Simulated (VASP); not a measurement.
# SiC (P6_3mc) in VASP: further runs

SiC is run at these levels: LDA; tasks: single point.

Program: VASP 6.6.1. These are calculated values, not measurements. Logs are shortened: lines on timing, memory, paths and dates and some standing lists are left out, and cuts for length are marked.

## (1) The cell of the first run

The structure is hexagonal, space group P6_3mc (No. 186). The conventional cell has a = 3.094 Å, b = 3.094 Å, c = 5.286 Å, α = 90.00°, β = 90.00°, γ = 120.00°. Si (site symmetry 3m) has 4 C at 1.91 to 1.98 Å within 2.5 Å. Within 2.5 Å of C (site symmetry 3m) lie 4 Si at 1.91 to 1.98 Å.

## (2) Single point, LDA (volume 10.955 Å^3 an atom, c/a of the conventional cell 1.7084)

Contents of INCAR:

```
SYSTEM = SiC
  PREC = Accurate
  ENCUT = 520
  EDIFF = 1E-6
  ISMEAR = 0
  SIGMA = 0.05
  LREAL = .False.
  LASPH = .True.
  NELM = 80
  ALGO = Normal
  ISIF = 2
  LWAVE = .False.
  LCHARG = .False.
  GGA = CA
  NBANDS = 16
```

Contents of KPOINTS:

```
regular mesh
0
Gamma
  12 12 6
  0 0 0
```

Contents of POSCAR:

```
SiC
1.0
    3.0939792228      0.0000000000      0.0000000000
   -1.5469896114      2.6794646057      0.0000000000
    0.0000000000      0.0000000000      5.2857541042
Si C
2 2
Direct
    0.3333333333      0.6666666667      0.0056249910
    0.6666666667      0.3333333333      0.5056249910
    0.3333333333      0.6666666667      0.3793750090
    0.6666666667      0.3333333333      0.8793750090
```

Potentials or basis: VASP PAW LDA potentials, release 64 (Si, C).

On the command line:

```sh
cat potpaw_LDA.64/Si/POTCAR potpaw_LDA.64/C/POTCAR > POTCAR
mpirun -np 1 vasp_std > vasp.out
```

OUTCAR:

```text
SYSTEM = SiC
   PREC = Accurate
   ENCUT = 520
   EDIFF = 1E-6
   ISMEAR = 0
   LREAL = .False.
   LASPH = .True.
   NELM = 80
   ISIF = 2
   GGA = CA

 ion  position               nearest neighbor table
   1  0.333  0.667  0.006-   4 1.91   4 1.91   4 1.91   3 1.98
   2  0.667  0.333  0.506-   3 1.91   3 1.91   3 1.91   4 1.98
   3  0.333  0.667  0.379-   2 1.91   2 1.91   2 1.91   1 1.98
   4  0.667  0.333  0.879-   1 1.91   1 1.91   1 1.91   2 1.98

  LATTYP: Found a hexagonal cell.
 ALAT       =     3.0939792228
 C/A-ratio  =     1.7084000000

  Lattice vectors:

 A1 = (   3.0939792228,   0.0000000000,   0.0000000000)
 A2 = (  -1.5469896114,   2.6794646057,   0.0000000000)
 A3 = (   0.0000000000,   0.0000000000,   5.2857541042)

Analysis of symmetry for initial positions (statically):
=====================================================================
 Subroutine PRICEL returns:
 Original cell was already a primitive cell.

 Routine SETGRP: Setting up the symmetry group for a
 hexagonal supercell.

 Subroutine GETGRP returns: Found 12 space group operations
 (whereof  6 operations were pure point group operations)
 out of a pool of 24 trial point group operations.

The static configuration has the point symmetry C_3v.
 The point group associated with its full space group is C_6v.

Analysis of symmetry for dynamics (positions and initial velocities):
=====================================================================
 Subroutine PRICEL returns:
 Original cell was already a primitive cell.

 Routine SETGRP: Setting up the symmetry group for a
 hexagonal supercell.

 Subroutine GETGRP returns: Found 12 space group operations
 (whereof  6 operations were pure point group operations)
 out of a pool of 24 trial point group operations.

The dynamic configuration has the point symmetry C_3v.
 The point group associated with its full space group is C_6v.

 Subroutine INISYM returns: Found 12 space group operations
 (whereof  6 operations are pure point group operations),
 and found     1 'primitive' translations

----------------------------------------------------------------------------------------

                                     Primitive cell

  volume of cell :      43.8200

  direct lattice vectors                    reciprocal lattice vectors
     3.093979223  0.000000000  0.000000000     0.323208376  0.186604443  0.000000000
[... 88 lines left out ...]
   ENCUT  =  520.0 eV  38.22 Ry    6.18 a.u.   5.75  5.75  9.83*2*pi/ulx,y,z
   NELM   =     80;   NELMIN=  2; NELMDL= -5     # of ELM steps
   EDIFF  = 0.1E-05   stopping-criterion for ELM
   LREAL  =      F    real-space projection
   EDIFFG = 0.1E-04   stopping-criterion for IOM
   NSW    =      0    number of steps for IOM
   IBRION =     -1    ionic relax: 0-MD 1-quasi-New 2-CG
   NFREE  =      0    steps in history (QN), initial steepest desc. (CG)
   ISIF   =      2    stress and relaxation
   ISYM   =      2    0-nonsym 1-usesym 2-fastsym
   POTIM  = 0.5000    time-step for ionic-motion
   TEBEG  =    0.0;   TEEND  =   0.0 temperature during run
   PSTRESS=    0.0 pullay stress
   NELECT =      16.0000    total number of electrons
   NUPDOWN=      -1.0000    fix difference up-down
   EMIN   =  10.00;   EMAX   =-10.00  energy-range for DOS
   EFERMI =   0.00;   METHOD = LEGACY
   ISMEAR =     0;   SIGMA  =   0.05  broadening in eV -4-tet -1-fermi 0-gaus
   EFERMI_NEDOS =   21; number of points for ismear=-14 and -15
   IALGO  =     38    algorithm
   IMIX   =      4    mixing-type and parameters
     AMIX     =   0.40;   BMIX     =  1.00
     AMIX_MAG =   1.60;   BMIX_MAG =  1.00
  volume/ion in A,a.u.               =      10.96        73.93
  Fermi-wavevector in a.u.,A,eV,Ry     =   1.170103  2.211174 18.628290  1.369141
  Thomas-Fermi vector in A             =   2.306566
   LORBIT       =      0    0 simple, 1 ext, 2 COOP (PROOUT), +10 PAW based schemes
   GGA     = CA    functional components
   LHFCALC =     F    Hartree Fock is set to
   AEXX    =    0.0000 exact exchange contribution
   IVDW    =     0    specifies the selected vdW correction
   LEPSILON=     F    determine dielectric tensor
   LRPA    =     F    only Hartree local field effects (RPA)
 non-spin polarized calculation
 Gauss-broadening in eV      SIGMA  =   0.05
  energy-cutoff  :      520.00
  volume of cell :       43.82
 maximum number of plane-waves:      1194
 NGX is ok and might be reduce to    24
   NGX = 11   NGY = 11   NGZ = 19

 number of electron      16.0000001 magnetization

 Free energy of the ion-electron system (eV)
  ---------------------------------------------------
  ext. energy  EPLUGINS =         0.00000000
  ---------------------------------------------------
  free energy    TOTEN  =       -33.05674564 eV

  energy without entropy =      -33.05674564  energy(sigma->0) =      -33.05674564

 E-fermi :   7.9153     XC(G=0): -11.3103

 val. band max:        7.6397330886   @ k =   0.0000   0.0000   0.0000
 cond. band min:       9.6682139689   @ k =   0.3333   0.3333   0.0000
 fundamental gap:      2.0284808803
 Fermi energy:         7.9153299493

 k-point     1 :       0.0000    0.0000    0.0000
  band No.  band energies     occupation
      1      -7.4685      2.00000
      2      -4.3610      2.00000
      3      -0.9089      2.00000
      4       6.5297      2.00000
      5       6.5297      2.00000
      6       7.2360      2.00000
[... 433 lines left out ...]
      3       0.4798      2.00000
      4       2.0869      2.00000
      5       2.8468      2.00000
      6       5.0184      2.00000
[... 8 lines left out ...]
     15      18.0229      0.00000
     16      19.1054      0.00000

 [... further k-points ...]
[... 5 lines left out ...]
  --------------------------------------------------------------------------------------
  -------------------------------------------------------------------------------------
  Total       -2.3541892     -2.3541892     -7.2208213      0.0000000      0.0000000     -0.0000000
  in kB      -86.0755040    -86.0755040   -264.0126942      0.0000000      0.0000000     -0.0000000
  external PRESSURE =    -145.3879008 kB  Pullay stress =       0.0000000 kB

 VOLUME and BASIS-vectors are now :
 -----------------------------------------------------------------------------
  energy-cutoff  :      520.00
  volume of cell :       43.82
      direct lattice vectors                 reciprocal lattice vectors
     3.093979223  0.000000000  0.000000000     0.323208376  0.186604443  0.000000000
    -1.546989611  2.679464606  0.000000000     0.000000000  0.373208886  0.000000000
     0.000000000  0.000000000  5.285754104     0.000000000  0.000000000  0.189187764

 POSITION                                       TOTAL-FORCE (eV/Angst)
 -----------------------------------------------------------------------------------
     -0.00000      1.78631      0.02973         0.000000     -0.000000      0.001157
      1.54699      0.89315      2.67261        -0.000000      0.000000      0.001157
     -0.00000      1.78631      2.00528        -0.000000     -0.000000     -0.001157
      1.54699      0.89315      4.64816         0.000000      0.000000     -0.001157
 -----------------------------------------------------------------------------------
    total drift:                               -0.000000      0.000000      0.000454

  FREE ENERGIE OF THE ION-ELECTRON SYSTEM (eV)
  ---------------------------------------------------
  free  energy   TOTEN  =       -33.0567456432 eV

  energy  without entropy=      -33.0567456432  energy(sigma->0) =      -33.05674564
```

It took 32 s on 1 thread of Intel Xeon Platinum 8175M at 2.50GHz (Skylake/Cascade Lake), shared host; peak memory 0.17 GiB.

What came out:

* Free energy: -33.0567 eV
* Pressure: -14.5 GPa
* Band gap on the k mesh: 2.03 eV, indirect (least direct gap 4.08 eV)

## (3) Single point, LDA (volume 10.955 Å^3 an atom, c/a of the conventional cell 1.5768)

Contents of INCAR:

```
SYSTEM = SiC
PREC = Accurate ; ENCUT = 520
EDIFF = 1E-6 ; ISMEAR = 0
SIGMA = 0.05 ; LREAL = .False.
LASPH = .True. ; NELM = 60
ALGO = Normal ; ISIF = 2
LWAVE = .False. ; LCHARG = .False.
NBANDS = 16
```

KPOINTS is that of step 2.

Contents of POSCAR:

```
SiC
1.0
    3.1777645075      0.0000000000      0.0000000000
   -1.5888822538      2.7520247907      0.0000000000
    0.0000000000      0.0000000000      5.0106990754
Si C
2 2
Direct
    0.3333333333      0.6666666667      0.0028017044
    0.6666666667      0.3333333333      0.5028017044
    0.3333333333      0.6666666667      0.3821982956
    0.6666666667      0.3333333333      0.8821982956
```

Potentials or basis: VASP PAW LDA potentials, release 64 (Si, C).

On the command line:

```sh
cat potpaw_LDA.64/Si/POTCAR potpaw_LDA.64/C/POTCAR > POTCAR
mpirun -np 1 vasp_std > vasp.out
```

OUTCAR:

```text
SYSTEM = SiC
   PREC = Accurate
   ENCUT = 520
   EDIFF = 1E-6
   ISMEAR = 0
   LREAL = .False.
   LASPH = .True.
   NELM = 60
   ISIF = 2

 ion  position               nearest neighbor table
   1  0.333  0.667  0.003-   3 1.90   4 1.93   4 1.93   4 1.93   2 3.11   2 3.11   2 3.11   2 3.11
                             2 3.11   2 3.11
   2  0.667  0.333  0.503-   4 1.90   3 1.93   3 1.93   3 1.93   1 3.11   1 3.11   1 3.11   1 3.11
                             1 3.11   1 3.11
   3  0.333  0.667  0.382-   1 1.90   2 1.93   2 1.93   2 1.93
   4  0.667  0.333  0.882-   2 1.90   1 1.93   1 1.93   1 1.93

  LATTYP: Found a hexagonal cell.
 ALAT       =     3.1777645075
 C/A-ratio  =     1.5768000000

  Lattice vectors:

 A1 = (   3.1777645075,   0.0000000000,   0.0000000000)
 A2 = (  -1.5888822538,   2.7520247907,   0.0000000000)
 A3 = (   0.0000000000,   0.0000000000,   5.0106990754)

Analysis of symmetry for initial positions (statically):
=====================================================================
 Subroutine PRICEL returns:
 Original cell was already a primitive cell.

 Routine SETGRP: Setting up the symmetry group for a
 hexagonal supercell.

 Subroutine GETGRP returns: Found 12 space group operations
[... 170 lines left out ...]
  energy without entropy =      -33.05360163  energy(sigma->0) =      -33.05360163

 E-fermi :   7.9290     XC(G=0): -11.3047

 val. band max:        7.6696562843   @ k =   0.0000   0.0000   0.0000
 cond. band min:       9.8332410025   @ k =   0.5000   0.0000   0.0000
 fundamental gap:      2.1635847182
 Fermi energy:         7.9289675378

 k-point     1 :       0.0000    0.0000    0.0000
  band No.  band energies     occupation
      1      -7.4695      2.00000
      2      -3.7622      2.00000
      3      -0.7188      2.00000
      4       6.0151      2.00000
      5       6.0151      2.00000
      6       7.4902      2.00000
[... 433 lines left out ...]
      3       0.3402      2.00000
      4       2.2180      2.00000
      5       2.9441      2.00000
      6       4.5946      2.00000
[... 8 lines left out ...]
     15      18.4468      0.00000
     16      18.8214      0.00000

 [... further k-points ...]
[... 5 lines left out ...]
  --------------------------------------------------------------------------------------
  -------------------------------------------------------------------------------------
  Total       -5.6941430     -5.6941430     -0.7485299      0.0000000      0.0000000      0.0000000
  in kB     -208.1932196   -208.1932196    -27.3682693      0.0000000      0.0000000      0.0000000
  external PRESSURE =    -147.9182362 kB  Pullay stress =       0.0000000 kB

 VOLUME and BASIS-vectors are now :
 -----------------------------------------------------------------------------
  energy-cutoff  :      520.00
  volume of cell :       43.82
      direct lattice vectors                 reciprocal lattice vectors
     3.177764508  0.000000000  0.000000000     0.314686629  0.181684410  0.000000000
    -1.588882254  2.752024791  0.000000000     0.000000000  0.363368820  0.000000000
     0.000000000  0.000000000  5.010699075     0.000000000  0.000000000  0.199572951

 POSITION                                       TOTAL-FORCE (eV/Angst)
 -----------------------------------------------------------------------------------
     -0.00000      1.83468      0.01404        -0.000000      0.000000     -0.007304
      1.58888      0.91734      2.51939        -0.000000     -0.000000     -0.007304
     -0.00000      1.83468      1.91508        -0.000000      0.000000      0.007304
      1.58888      0.91734      4.42043         0.000000     -0.000000      0.007304
 -----------------------------------------------------------------------------------
    total drift:                                0.000000      0.000000     -0.000120

  FREE ENERGIE OF THE ION-ELECTRON SYSTEM (eV)
  ---------------------------------------------------
  free  energy   TOTEN  =       -33.0536016273 eV

  energy  without entropy=      -33.0536016273  energy(sigma->0) =      -33.05360163
```

It took 30 s on 1 thread of Intel Xeon Platinum 8175M at 2.50GHz (Skylake/Cascade Lake), shared host; peak memory 0.17 GiB.

What came out:

| Quantity | Value |
| --- | --- |
| Free energy | -33.0536 eV |
| Pressure | -14.8 GPa |
| Largest force | 0.007 eV/Å |
| Band gap on the k mesh | 2.16 eV, indirect (least direct gap 3.42 eV) |

Forces on the atoms (eV/Å):
```
Si   0.000  0.000 -0.007
Si   0.000  0.000 -0.007
C    0.000  0.000  0.007
C    0.000  0.000  0.007
```

Stress tensor (GPa, compression positive):
```
-20.82   0.00   0.00
  0.00 -20.82   0.00
  0.00   0.00  -2.74
```

Levels at points of the mesh, in eV from the valence-band top:
| k point | band 5 | band 6 | band 7 | band 8 | band 9 | band 10 | band 11 | band 12 |
| --- | --- | --- | --- | --- | --- | --- | --- | --- |
| (0.00, 0.00, 0.00) | -1.65 | -0.18 | -0.18 | 0.00 | 3.56 | 5.75 | 5.81 | 5.81 |
| (0.50, 0.00, 0.00) | -5.35 | -3.53 | -3.24 | -1.25 | 2.16 | 4.23 | 6.24 | 6.63 |
| (0.00, 0.00, 0.50) | -0.99 | -0.99 | -0.99 | -0.99 | 4.78 | 4.78 | 6.56 | 6.56 |
| (0.50, 0.00, 0.50) | -2.60 | -2.60 | -2.16 | -2.16 | 3.04 | 3.04 | 4.98 | 4.98 |

 A k mesh can miss the band edges.

(Continued in part 2 of 2.)
